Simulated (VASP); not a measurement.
Write the native input for VASP 6.6.1 that does the following.

| Quantity | Value |
| --- | --- |
| Task | relaxation of the atoms |
| Functional | r2SCAN |
| Potentials or basis | VASP PAW PBE potentials, release 64 (Ga_d, Sb) |
| Cutoff | 520 eV |
| k mesh | 10 × 10 × 10 |
| Occupations | fermi-dirac, width 0.1 eV |
| Spin | no spin polarisation |
| Dipole correction | no |
| Further INCAR settings | ALGO = Normal; EDIFF = 1e-06; IBRION = 2; EDIFFG = -0.01; NSW = 50 |

The system is GaSb.

```
Ga Sb
1.0
     0.00000    3.00415    3.00415
     3.00415    0.00000    3.00415
     3.00415    3.00415    0.00000
Ga Sb
1 1
Cartesian
  0.0000 0.0000 0.0000
  1.5021 1.5021 1.5021
```

These files were run (other wordings do the same):

POSCAR

```
GaSb
1.0
    0.0000000000      3.0041537700      3.0041537700
    3.0041537700      0.0000000000      3.0041537700
    3.0041537700      3.0041537700      0.0000000000
Ga Sb
1 1
Direct
    0.0000000000      0.0000000000      0.0000000000
    0.2500000000      0.2500000000      0.2500000000
```

INCAR.step1

```
PREC     = Accurate       # precision mode
ENCUT    = 520            # plane-wave cutoff, eV
ISMEAR   = -1             # smearing method
SIGMA    = 0.1            # smearing width, eV
LREAL    = F              # projectors in reciprocal space
LASPH    = T              # aspherical terms in the spheres
NELM     = 100            # most SCF steps
GGA      = PE             # functional
ALGO     = Normal         # electronic algorithm
EDIFF    = 1E-4           # SCF threshold, eV
LWAVE    = T              # write WAVECAR
LCHARG   = F              # write CHGCAR
```

INCAR.step2

```
PREC     = Accurate       # precision mode
ENCUT    = 520            # plane-wave cutoff, eV
EDIFF    = 1E-6           # SCF threshold, eV
ISMEAR   = -1             # smearing method
SIGMA    = 0.1            # smearing width, eV
LREAL    = F              # projectors in reciprocal space
LASPH    = T              # aspherical terms in the spheres
NELM     = 100            # most SCF steps
ALGO     = Normal         # electronic algorithm
ISIF     = 2              # what is computed and relaxed
LWAVE    = F              # write WAVECAR
LCHARG   = F              # write CHGCAR
METAGGA  = R2SCAN         # meta-GGA
LMIXTAU  = T            
IBRION   = 2              # ionic algorithm
NSW      = 50             # ionic steps
EDIFFG   = -0.01          # ionic threshold
ISTART   = 1
```

KPOINTS

```
regular mesh
0
Gamma
  10 10 10
```

Potentials or basis: VASP PAW PBE potentials, release 64 (Ga_d, Sb).

Launch:

```sh
$ cat potpaw_PBE.64/Ga_d/POTCAR potpaw_PBE.64/Sb/POTCAR > POTCAR
$ cp INCAR.step1 INCAR
$ mpirun -np 1 vasp_std > vasp.out
$ cp INCAR.step2 INCAR
$ mpirun -np 1 vasp_std > vasp.out
```

It gave:

```
Pressure after relaxing : 4.0 GPa
Band gap on the k mesh  : 0.81 eV (least direct gap 0.87 eV)
```

Caveat: the relaxation stopped at its first step, so nothing moved; the PAW data sets were made with another functional, which shifts forces and pressure a little; spin-orbit coupling is left out, which moves the levels of the heavy elements.

It took 77 s on 1 thread of Intel Xeon 8259CL (shared host), peak memory 0.2 GiB.
